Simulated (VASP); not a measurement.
**SnSe2: single point with PBE**

SnSe2:

```
CELL_PARAMETERS angstrom
1.91229 1.10406 6.33509
-1.91229 1.10406 6.33509
0.00000 -2.20812 6.33509
ATOMIC_POSITIONS crystal
Sn 0.00000 0.00000 0.00000
Se 0.25056 0.25056 0.25056
Se 0.74944 0.74944 0.74944
```

```yaml
Program: VASP 6.6.1
Task: single point
Functional: PBE
Potentials_or_basis: VASP PAW PBE potentials, release 64 (Sn_d, Se)
Cutoff: 520 eV
k_mesh: 6 × 6 × 6
Occupations: gaussian, width 0.01 eV
Spin: no spin polarisation
```

| Item | Value |
| --- | --- |
| Pressure | 3.0 GPa |
| Largest force | 0.251 eV/Å |
| Band gap on the k mesh | 0.30 eV, indirect (least direct gap 0.54 eV) |

Forces on the atoms (eV/Å):
```
Sn   0.000  0.000  0.000
Se   0.000  0.000 -0.251
Se   0.000  0.000  0.251
```

Stress tensor (GPa, compression positive):
```
2.94 0.00 0.00
0.00 2.94 0.00
0.00 0.00 3.06
```

Levels at points of the mesh, in eV from the valence-band top:
```
           k point  band 9  band 10  band 11  band 12  band 13  band 14  band 15  band 16  band 17  band 18
(0.00, 0.00, 0.00)   -0.56    -0.56    -0.29    -0.29    -0.24     1.00     3.01     4.47     4.47     8.01
(0.50, 0.00, 0.00)   -4.43    -2.62    -2.33    -1.43    -0.63     1.11     3.93     6.08     6.21     6.39
(0.50, 0.50, 0.00)   -4.72    -2.47    -2.22    -0.31    -0.24     0.30     3.70     5.04     5.38     5.57
(0.50, 0.50, 0.50)   -2.01    -0.69    -0.69    -0.16    -0.16     2.39     3.01     4.55     4.55     7.95
```

Run time: 62 s on 1 thread of Intel(R) Xeon(R) 6975P-C (Granite Rapids), on a shared host, peak memory 0.35 GiB.

Caveat: spin-orbit coupling is left out, which moves the levels of the heavy elements. A k mesh can miss the band edges.
